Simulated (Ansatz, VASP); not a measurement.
# AlNi4: VASP beside Ansatz

```xyz
10
Lattice="2.5873 0.0000 0.0000 -1.2936 2.2406 0.0000 0.0000 0.0000 19.8615" Properties=species:S:1:pos:R:3 pbc="T T T"
Al    0.0000    1.4938   14.8961
Al    1.2936    0.7469    4.9654
Ni    0.0000    1.4938   18.8710
Ni    0.0000    1.4938    3.0115
Ni    0.0000    1.4938    6.9192
Ni    0.0000    1.4938   10.9212
Ni    1.2936    0.7469    0.9905
Ni    1.2936    0.7469    8.9403
Ni    1.2936    0.7469   12.9423
Ni    1.2936    0.7469   16.8500
```

Alike in both runs: functional PBE; k mesh 6 × 6 × 1; occupations gaussian, width 0.1 eV; collinear spin.

Ansatz relaxed the structure, and its values are those at the end. VASP's run is a single point on that final structure, the one shown.

|  | VASP | Ansatz |
| --- | --- | --- |
| version | VASP 6.6.1 | Ansatz 0.2.0 |
| potentials or method | VASP PAW PBE potentials, release 64 (Al, Ni), cutoff 520 eV | scalar-relativistic, plane waves, PAW |
| valence electrons in the cell | 86 | 150 |

|  | VASP | Ansatz | Ansatz less VASP |
| --- | --- | --- | --- |
| gap on the k mesh at the Fermi level (eV) | none | none | - |
| pressure (GPa) | 0.0 | 0.0 | +0.08 |
| rms of the force components (eV/Å) | 0.017 | 0.019 | +0.0024 |
| net moment per atom (μB) | 0.31 | 0.33 | +0.024 |
| size of the moment on the site where the two differ most (μB) | 0.57 | 0.62 | +0.051 |

Site moments also hang on the region over which each program counts them. A gap of «none» marks a metal or a gap that the smearing closes. The functional is the same, so the differences come from potentials, cutoffs and numerics. VASP's potentials hold 86 valence electrons a cell and Ansatz's 150, so a difference there can come from the potentials and not from the codes.

The k mesh is coarse, so the values compare programs but aren't converged.
